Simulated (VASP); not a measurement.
Here is a VASP 6.6.1 calculation.

INCAR

```
PREC = Accurate ; ENCUT = 520
EDIFF = 1E-6 ; ISMEAR = 1
SIGMA = 0.05 ; LREAL = F
LASPH = T ; NELM = 100
ALGO = Normal ; ISIF = 2
LWAVE = F ; LCHARG = F
LDIPOL = T ; IDIPOL = 3
DIPOL = 0.5 0.5 0.489 ; GGA = PS
IVDW = 12 ; NBANDS = 62
```

KPOINTS

```
regular mesh
0
Gamma
  5 5 1
```

File POSCAR:

```
Ba2N
1.0
    4.0290004011      0.0000000000      0.0000000000
    2.0145002005      3.4892166992      0.0000000000
    0.0000000000      0.0000000000     44.4005891899
Ba N
8 4
Direct
    1.0000000000      1.0000000000      0.3147613554
    0.6666666667      0.6666666667      0.2139478415
    0.6666666667      0.6666666667      0.4831149738
    0.3333333333      0.3333333333      0.3823014600
    0.3333333333      0.3333333333      0.6514685923
    1.0000000000      1.0000000000      0.5506550785
    0.0000000000      1.0000000000      0.8198222108
    0.6666666667      0.6666666667      0.7190086970
    0.0000000000      0.0000000000      0.1801777892
    0.6666666667      0.6666666667      0.3485314077
    0.3333333333      0.3333333333      0.5168850262
    0.0000000000      1.0000000000      0.6852386446
```

Potentials or basis: VASP PAW PBE potentials, release 64 (Ba_sv, N).

The run is started by

```bash
$ cat potpaw_PBE.64/Ba_sv/POTCAR potpaw_PBE.64/N/POTCAR > POTCAR
$ mpirun -np 1 vasp_std > vasp.out
```

Question: What does it give for the dispersion energy per atom?

Answer: -0.216 eV.

Question: Estimate the largest force.

Answer: 2.660 eV/Å.

Forces in eV/Å, atoms in the order of the input:
```
Ba   0.000  0.000  0.187
Ba   0.000  0.000 -2.552
Ba   0.000  0.000  0.186
Ba   0.000  0.000 -0.154
Ba   0.000  0.000  0.241
Ba   0.000  0.000 -0.192
Ba   0.000  0.000 -0.163
Ba   0.000  0.000  0.014
N    0.000  0.000  2.660
N    0.000  0.000 -0.043
N    0.000  0.000 -0.007
N    0.000  0.000 -0.177
```

Caveat: the k points lie up to 0.36 Å⁻¹ apart; the PAW data sets were made with another functional, which shifts forces and pressure a little.
